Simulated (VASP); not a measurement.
# CdTe (F-43m) in VASP: further runs, part 2 of 2

VASP 6.6.1. The steps go on from the part before.

## (5) Single point, PBEsol (32.15 Å³/atom)

This run uses another cell than the first one, of 32.15 Å³/atom.

Contents of INCAR:

```
SYSTEM = CdTe
PREC = Accurate
ENCUT = 500
EDIFF = 1E-6
ISMEAR = 0
SIGMA = 0.02
LREAL = .False.
LASPH = .True.
NELM = 120
ALGO = Normal
ISIF = 2
LWAVE = .False.
LCHARG = .False.
GGA = PS
NBANDS = 16
GGA_COMPAT = .False.
```

Contents of KPOINTS:

```
Automatic mesh
0
Gamma
  8 8 8
  0 0 0
```

Contents of POSCAR:

```
CdTe
1.0
    0.0000000000      3.1796000000      3.1796000000
    3.1796000000      0.0000000000      3.1796000000
    3.1796000000      3.1796000000      0.0000000000
Cd Te
1 1
Direct
    0.0000000000      0.0000000000      0.0000000000
    0.2500000000      0.2500000000      0.2500000000
```

Potentials or basis: VASP PAW PBE potentials, release 64 (Cd, Te).

Started as:

```bash
> cat potpaw_PBE.64/Cd/POTCAR potpaw_PBE.64/Te/POTCAR > POTCAR
> mpirun -np 1 vasp_std > vasp.out
```

OUTCAR:

```text
SYSTEM = CdTe
   PREC = Accurate
   ENCUT = 500
   EDIFF = 1E-6
   ISMEAR = 0
   LREAL = .False.
   LASPH = .True.
   NELM = 120
   ISIF = 2
   GGA = PS

 ion  position               nearest neighbor table
   1  0.000  0.000  0.000-   2 2.75   2 2.75   2 2.75   2 2.75
   2  0.250  0.250  0.250-   1 2.75   1 2.75   1 2.75   1 2.75

  LATTYP: Found a face centered cubic cell.
 ALAT       =     6.3592000000

  Lattice vectors:

 A1 = (   0.0000000000,   3.1796000000,   3.1796000000)
 A2 = (   3.1796000000,   0.0000000000,   3.1796000000)
 A3 = (   3.1796000000,   3.1796000000,   0.0000000000)

Analysis of symmetry for initial positions (statically):
=====================================================================
 Subroutine PRICEL returns:
 Original cell was already a primitive cell.

 Routine SETGRP: Setting up the symmetry group for a
 face centered cubic supercell.

 Subroutine GETGRP returns: Found 24 space group operations
 (whereof 24 operations were pure point group operations)
 out of a pool of 48 trial point group operations.

The static configuration has the point symmetry T_d .

Analysis of symmetry for dynamics (positions and initial velocities):
=====================================================================
 Subroutine PRICEL returns:
 Original cell was already a primitive cell.

 Routine SETGRP: Setting up the symmetry group for a
 face centered cubic supercell.

 Subroutine GETGRP returns: Found 24 space group operations
 (whereof 24 operations were pure point group operations)
 out of a pool of 48 trial point group operations.

The dynamic configuration has the point symmetry T_d .

 Subroutine INISYM returns: Found 24 space group operations
 (whereof 24 operations are pure point group operations),
 and found     1 'primitive' translations

----------------------------------------------------------------------------------------

                                     Primitive cell

  volume of cell :      64.2906

  direct lattice vectors                    reciprocal lattice vectors
     0.000000000  3.179600000  3.179600000    -0.157252485  0.157252485  0.157252485
     3.179600000  0.000000000  3.179600000     0.157252485 -0.157252485  0.157252485
     3.179600000  3.179600000  0.000000000     0.157252485  0.157252485 -0.157252485

  length of vectors
     4.496633443  4.496633443  4.496633443     0.272369293  0.272369293  0.272369293

  position of ions in fractional coordinates (direct lattice)
     0.000000000  0.000000000  0.000000000
     0.250000000  0.250000000  0.250000000

  ion indices of the primitive-cell ions
   primitive index   ion index
                 1           1
                 2           2

----------------------------------------------------------------------------------------

 KPOINTS: Automatic mesh

Automatic generation of k-mesh.
 Grid dimensions read from file:
 generate k-points for:    8    8    8

 Generating k-lattice:

  Cartesian coordinates                     Fractional coordinates (reciprocal lattice)
    -0.019656561  0.019656561  0.019656561     0.125000000  0.000000000  0.000000000
     0.019656561 -0.019656561  0.019656561     0.000000000  0.125000000  0.000000000
     0.019656561  0.019656561 -0.019656561     0.000000000  0.000000000  0.125000000

  Length of vectors
     0.034046162  0.034046162  0.034046162

  Shift w.r.t. Gamma in fractional coordinates (k-lattice)
     0.000000000  0.000000000  0.000000000

 Subroutine IBZKPT returns following result:
 ===========================================

 Found     29 irreducible k-points:

 Following reciprocal coordinates:
            Coordinates               Weight
  0.000000  0.000000  0.000000      1.000000
  0.125000  0.000000  0.000000      8.000000
  0.250000  0.000000  0.000000      8.000000
  0.375000  0.000000  0.000000      8.000000
  0.500000  0.000000  0.000000      4.000000
  0.125000  0.125000  0.000000      6.000000
[... 16 lines left out ...]
  0.500000  0.250000  0.125000     48.000000
 -0.375000  0.250000  0.125000     24.000000
 [... further k-points ...]
   k-points           NKPTS =     29   k-points in BZ     NKDIM =     29   number of bands    NBANDS=     16
   number of dos      NEDOS =    301   number of ions     NIONS =      2
   total plane-waves  NPLWV =  46656
   dimension x,y,z NGX =    36 NGY =   36 NGZ =   36
   dimension x,y,z NGXF=    72 NGYF=   72 NGZF=   72
   ions per type =               1   1
   NGX,Y,Z   is equivalent  to a cutoff of  13.31, 13.31, 13.31 a.u.
   NGXF,Y,Z  is equivalent  to a cutoff of  26.62, 26.62, 26.62 a.u.
 SYSTEM =  CdTe
   PREC   = accura    normal or accurate (medium, high low for compatibility)
   ISTART =      0    job   : 0-new  1-cont  2-samecut
   ICHARG =      2    charge: 1-file 2-atom 10-const
   ISPIN  =      1    spin polarized calculation?
   LNONCOLLINEAR =      F non collinear calculations
   LSORBIT =      F    spin-orbit coupling
   LASPH  =      T    aspherical Exc in radial PAW
   ENCUT  =  500.0 eV  36.75 Ry    6.06 a.u.   8.20  8.20  8.20*2*pi/ulx,y,z
   NELM   =    120;   NELMIN=  2; NELMDL= -5     # of ELM steps
   EDIFF  = 0.1E-05   stopping-criterion for ELM
   LREAL  =      F    real-space projection
   EDIFFG = 0.1E-04   stopping-criterion for IOM
   NSW    =      0    number of steps for IOM
   IBRION =     -1    ionic relax: 0-MD 1-quasi-New 2-CG
   NFREE  =      0    steps in history (QN), initial steepest desc. (CG)
   ISIF   =      2    stress and relaxation
   ISYM   =      2    0-nonsym 1-usesym 2-fastsym
   POTIM  = 0.5000    time-step for ionic-motion
   TEBEG  =    0.0;   TEEND  =   0.0 temperature during run
   PSTRESS=    0.0 pullay stress
   NELECT =      18.0000    total number of electrons
   NUPDOWN=      -1.0000    fix difference up-down
   EMIN   =  10.00;   EMAX   =-10.00  energy-range for DOS
   EFERMI =   0.00;   METHOD = LEGACY
   ISMEAR =     0;   SIGMA  =   0.02  broadening in eV -4-tet -1-fermi 0-gaus
   EFERMI_NEDOS =   21; number of points for ismear=-14 and -15
   IALGO  =     38    algorithm
   IMIX   =      4    mixing-type and parameters
     AMIX     =   0.40;   BMIX     =  1.00
     AMIX_MAG =   1.60;   BMIX_MAG =  1.00
  volume/ion in A,a.u.               =      32.15       216.93
  Fermi-wavevector in a.u.,A,eV,Ry     =   1.070984  2.023867 15.605988  1.147008
  Thomas-Fermi vector in A             =   2.206711
   LORBIT       =      0    0 simple, 1 ext, 2 COOP (PROOUT), +10 PAW based schemes
   GGA     = PS    functional components
   LHFCALC =     F    Hartree Fock is set to
   AEXX    =    0.0000 exact exchange contribution
   IVDW    =     0    specifies the selected vdW correction
   LEPSILON=     F    determine dielectric tensor
   LRPA    =     F    only Hartree local field effects (RPA)
 non-spin polarized calculation
 Gauss-broadening in eV      SIGMA  =   0.02
  energy-cutoff  :      500.00
  volume of cell :       64.29
 maximum number of plane-waves:      1660
 NGX is ok and might be reduce to    36
   NGX = 17   NGY = 17   NGZ = 17

 number of electron      18.0000002 magnetization

 Free energy of the ion-electron system (eV)
  ---------------------------------------------------
  ext. energy  EPLUGINS =         0.00000000
  ---------------------------------------------------
  free energy    TOTEN  =        -5.45037025 eV

  energy without entropy =       -5.45037025  energy(sigma->0) =       -5.45037025

 E-fermi :   2.8383     XC(G=0):  -9.0364

 val. band max:        2.7481327963   @ k =   0.0000   0.0000   0.0000
 cond. band min:       3.5814799196   @ k =   0.0000   0.0000   0.0000
 fundamental gap:      0.8333471233
 Fermi energy:         2.8383074187

 k-point     1 :       0.0000    0.0000    0.0000
  band No.  band energies     occupation
      1      -8.8101      2.00000
      2      -5.7257      2.00000
      3      -5.7257      2.00000
      4      -5.7257      2.00000
      5      -5.4155      2.00000
      6      -5.4155      2.00000
[... 8 lines left out ...]
     15      12.1934      0.00000
     16      12.1934      0.00000

 k-point     2 :       0.1250    0.0000    0.0000
  band No.  band energies     occupation
      1      -8.7426      2.00000
      2      -5.7125      2.00000
      3      -5.7125      2.00000
      4      -5.6789      2.00000
      5      -5.4167      2.00000
      6      -5.4167      2.00000
[... 8 lines left out ...]
     15      11.3752      0.00000
     16      11.3752      0.00000
[... 387 lines left out ...]
      5      -5.4046      2.00000
      6      -5.0830      2.00000
[... 8 lines left out ...]
     15      12.7885      0.00000
     16      13.4762      0.00000

 k-point    24 :      -0.3750    0.2500    0.1250
  band No.  band energies     occupation
      1      -8.2773      2.00000
      2      -5.6218      2.00000
      3      -5.6059      2.00000
      4      -5.4361      2.00000
      5      -5.4100      2.00000
      6      -4.9120      2.00000
[... 8 lines left out ...]
     15      12.8333      0.00000
     16      13.4680      0.00000

 [... further k-points ...]
[... 5 lines left out ...]
  --------------------------------------------------------------------------------------
  -------------------------------------------------------------------------------------
  Total        1.2479031      1.2479031      1.2479031      0.0000000      0.0000000      0.0000000
  in kB       31.0988251     31.0988251     31.0988251      0.0000000      0.0000000      0.0000000
  external PRESSURE =      31.0988251 kB  Pullay stress =       0.0000000 kB

 VOLUME and BASIS-vectors are now :
 -----------------------------------------------------------------------------
  energy-cutoff  :      500.00
  volume of cell :       64.29
      direct lattice vectors                 reciprocal lattice vectors
     0.000000000  3.179600000  3.179600000    -0.157252485  0.157252485  0.157252485
     3.179600000  0.000000000  3.179600000     0.157252485 -0.157252485  0.157252485
     3.179600000  3.179600000  0.000000000     0.157252485  0.157252485 -0.157252485

 POSITION                                       TOTAL-FORCE (eV/Angst)
 -----------------------------------------------------------------------------------
      0.00000      0.00000      0.00000         0.000000      0.000000     -0.000000
      1.58980      1.58980      1.58980        -0.000000     -0.000000      0.000000
 -----------------------------------------------------------------------------------
    total drift:                                0.000000      0.000000      0.000000

  FREE ENERGIE OF THE ION-ELECTRON SYSTEM (eV)
  ---------------------------------------------------
  free  energy   TOTEN  =        -5.4503702518 eV

  energy  without entropy=       -5.4503702518  energy(sigma->0) =       -5.45037025
```

stdout:

```text
POSCAR found type information on POSCAR CdTe
 POSCAR found :  2 types and       2 ions
 scaLAPACK will be used
 -----------------------------------------------------------------------------
|                                                                             |
|                                                                             |
|     You enforced a specific xc type in the INCAR file but a different       |
|     I HOPE YOU KNOW WHAT YOU ARE DOING!                                     |
|                                                                             |
 -----------------------------------------------------------------------------

 LDA part: xc-table for (Slater+PW92), standard interpolation
 POSCAR, INCAR and KPOINTS ok, starting setup
 FFT: planning ... GRIDC
 FFT: planning ... GRID_SOFT
 FFT: planning ... GRID
 WAVECAR not read
 entering main loop
```

It took 47 s on 1 thread of Intel Xeon 8259CL, shared host; peak memory 0.21 GiB.

Results:

```yaml
Free_energy: -5.4504 eV
Pressure: 3.1 GPa
Band_gap_on_the_k_mesh: 0.83 eV
```

Caveat: the cell stands under pressure; the PAW data sets were made with another functional, which shifts forces and pressure a little; spin-orbit coupling is left out, which moves the levels of the heavy elements.

## (6) Single point, PBEsol

This run uses another cell than the first one, of 32.15 Å³/atom.

Contents of INCAR:

```
PREC = Accurate
ENCUT = 500
EDIFF = 1E-6
ISMEAR = 0
SIGMA = 0.02
LREAL = F
LASPH = T
NELM = 120
ALGO = Normal
ISIF = 2
LWAVE = F
LCHARG = F
GGA = PS
NBANDS = 16
GGA_COMPAT = F
```

Contents of KPOINTS:

```
regular mesh
0
Gamma
  8 8 8
```

POSCAR is that of step 5.

Potentials or basis: VASP PAW PBE potentials, release 64 (Cd, Te).

Started as:

```bash
> cat potpaw_PBE.64/Cd/POTCAR potpaw_PBE.64/Te/POTCAR > POTCAR
> mpirun -np 1 vasp_std > vasp.out
```

It took 48 s on 1 thread of Intel Xeon 8259CL, shared host; peak memory 0.21 GiB.

It converged, with:

```yaml
Free_energy: -5.4504 eV
Pressure: 3.1 GPa
Band_gap_on_the_k_mesh: 0.83 eV
```

Levels at points of the mesh, in eV from the valence-band top:
```
           k point  band 5  band 6  band 7  band 8  band 9  band 10  band 11  band 12  band 13  band 14
(0.00, 0.00, 0.00)   -8.16   -8.16    0.00    0.00    0.00     0.83     4.50     4.50     4.50     7.37
(0.50, 0.00, 0.00)   -8.15   -7.77   -4.82   -0.87   -0.87     1.78     5.10     5.10     6.95     8.75
(0.50, 0.50, 0.00)   -8.13   -7.61   -4.64   -2.09   -2.09     2.35     2.57     9.04     9.36     9.36
```

Caveat: the cell stands under pressure; the PAW data sets were made with another functional, which shifts forces and pressure a little; spin-orbit coupling is left out, which moves the levels of the heavy elements.

## (7) Summary

```csv
cell,k mesh,smearing,gap on the mesh (eV),pressure (GPa)
"a = 4.590 Å, angles 60.0°, 2 atoms",4 × 4 × 4,gaussian 0.05 eV,0.63,0.4
"a = 4.799 Å, angles 60.0°, 2 atoms",4 × 4 × 4,gaussian 0.05 eV,0.25,-3.8
"a = 4.747 Å, angles 60.0°, 2 atoms",4 × 4 × 4,gaussian 0.05 eV,0.34,-3.0
"a = 4.497 Å, angles 60.0°, 2 atoms",8 × 8 × 8,gaussian 0.02 eV,0.83,3.1
```

Alike in all rows: task single point; level PBEsol; potentials or basis VASP PAW PBE potentials, release 64 (Cd, Te); no spin polarisation; cutoff (eV) 500.

Caveats: the PAW data sets were made with another functional, which shifts forces and pressure a little; spin-orbit coupling is left out, which moves the levels of the heavy elements; the cell stands under tension (at least some runs); the cell stands under pressure (at least some runs).

Total energies depend on the potentials used, so only differences within one code and one set of settings carry meaning.
